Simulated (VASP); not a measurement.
A run of VASP 6.6.1 is set up as follows.

File INCAR:

```
PREC = Accurate
ENCUT = 520
EDIFF = 1E-6
ISMEAR = -1
SIGMA = 0.05
LREAL = F
LASPH = T
NELM = 80
ALGO = Normal
ISIF = 2
LWAVE = F
LCHARG = F
GGA = PE
NBANDS = 28
```

Contents of KPOINTS:

```
regular mesh
0
Gamma
  7 6 7
```

Contents of POSCAR:

```
BaTiO3
1.0
    3.8895231052      0.0014332770     -0.0002033075
   -0.0008822971      2.7507804167      2.7500205748
    0.0012026117     -2.7499322655      2.7506935779
Ba Ti O
1 1 3
Direct
   -0.0000046992      0.9992411115      0.9992480607
    0.4999842006      0.4992337504      0.4992590921
    1.0000073701      0.4992506210      0.4992369605
    0.5000063661      0.4992453182      0.9992368763
    0.5000067623      0.9992491990      0.4992390004
```

Potentials or basis: VASP PAW PBE potentials, release 64 (Ba_sv, Ti_sv, O).

The run is started by

```sh
$ cat potpaw_PBE.64/Ba_sv/POTCAR potpaw_PBE.64/Ti_sv/POTCAR potpaw_PBE.64/O/POTCAR > POTCAR
$ mpirun -np 1 vasp_std > vasp.out
```

Problem. Predict the band gap on the k mesh.

Solution. 1.95 eV, indirect (least direct gap 1.96 eV).

Problem. Estimate the pressure.

Solution. 22.5 GPa.

Caveat: spin-orbit coupling is left out, which moves the levels of the heavy elements. A k mesh can miss the band edges.
